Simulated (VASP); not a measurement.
The system is Hf2C.

```
Hf C
1.0
     1.61983    0.93521    5.07262
    -1.61983    0.93521    5.07262
     0.00000   -1.87042    5.07262
Hf C
2 1
Direct
  0.24529 0.24529 0.24529
  0.75471 0.75471 0.75471
  0.50000 0.50000 0.50000
```

| Item | Value |
| --- | --- |
| Program | VASP 6.6.1 |
| Task | relaxation of cell and atoms |
| Functional | PBE |
| Potentials or basis | VASP PAW PBE potentials, release 64 (Hf_pv, C) |
| Cutoff | 600 eV |
| k mesh | 9 × 9 × 9 |
| Occupations | gaussian, width 0.1 eV |
| Spin | no spin polarisation |

At the start: pressure 13.7 GPa; volume 15.37 Å³/atom.

Where does the relaxation end?

Over 7 steps the energy falls by 46.2 meV/atom and the volume is 16.36 Å³/atom (+6.5 %); space group R-3m (No. 166, to 0.1 Å) before and after.

The path:
| step | energy change (eV) | largest force (eV/Å) | pressure (GPa) | volume (Å³) |
| --- | --- | --- | --- | --- |
| 1 | 0.0000 | 0.9598 | 13.68 | 46.11 |
| 2 | 0.3377 | 1.6317 | -18.37 | 55.42 |
| 3 | -0.1331 | 0.1970 | -0.49 | 49.10 |
| 4 | -0.1334 | 0.1571 | 0.00 | 48.98 |
| 5 | -0.1333 | 0.1388 | 0.24 | 48.92 |
| 6 | -0.1380 | 0.0741 | 0.22 | 49.03 |
| 7 | -0.1386 | 0.0420 | 0.22 | 49.09 |

Final structure:
```
CELL_PARAMETERS angstrom
1.64202 0.94802 5.25619
-1.64202 0.94802 5.25619
0.00000 -1.89605 5.25619
ATOMIC_POSITIONS crystal
Hf 0.24582 0.24582 0.24582
Hf 0.75418 0.75418 0.75418
C 0.50000 0.50000 0.50000
```

Caveat: the relaxation stopped at a loose force limit of 0.05 eV/Å, so its end isn't a converged minimum.
